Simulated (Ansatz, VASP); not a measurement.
Two plane-wave programs on Si2Ni

```
Si Ni
1.0
     0.00000    2.67148    2.67148
     2.67148    0.00000    2.67148
     2.67148    2.67148    0.00000
Si Ni
2 1
Direct
  0.25000 0.25000 0.25000
  0.75000 0.75000 0.75000
  0.00000 0.00000 0.00000
```

Alike in both runs: task single point; functional LDA; k mesh 8 × 8 × 8; occupations gaussian, width 0.05 eV; collinear spin.

|  | VASP | Ansatz |
| --- | --- | --- |
| version | VASP 6.6.1 | Ansatz 0.2.0 |
| potentials or method | VASP PAW LDA potentials, release 64 (Si, Ni), cutoff 520 eV | scalar-relativistic, plane waves, PAW |
| valence electrons in the cell | 18 | 26 |

Ansatz gave:

* gap on the k mesh at the Fermi level (eV): none
* pressure (GPa): 0.0
* net moment per atom (μB): 0.00

Question: What did VASP give for the same quantities?

Answer: gap on the k mesh at the Fermi level (eV): none; pressure (GPa): 0.3; net moment per atom (μB): 0.00.

LDA's correlation is that of Perdew and Zunger in VASP and of Perdew and Wang (1992) in Ansatz. A gap of «none» marks a metal or a gap that the smearing closes. VASP's potentials hold 18 valence electrons a cell and Ansatz's 26, so a difference there can come from the potentials and not from the codes. Ansatz's warnings: seeded moment not kept.
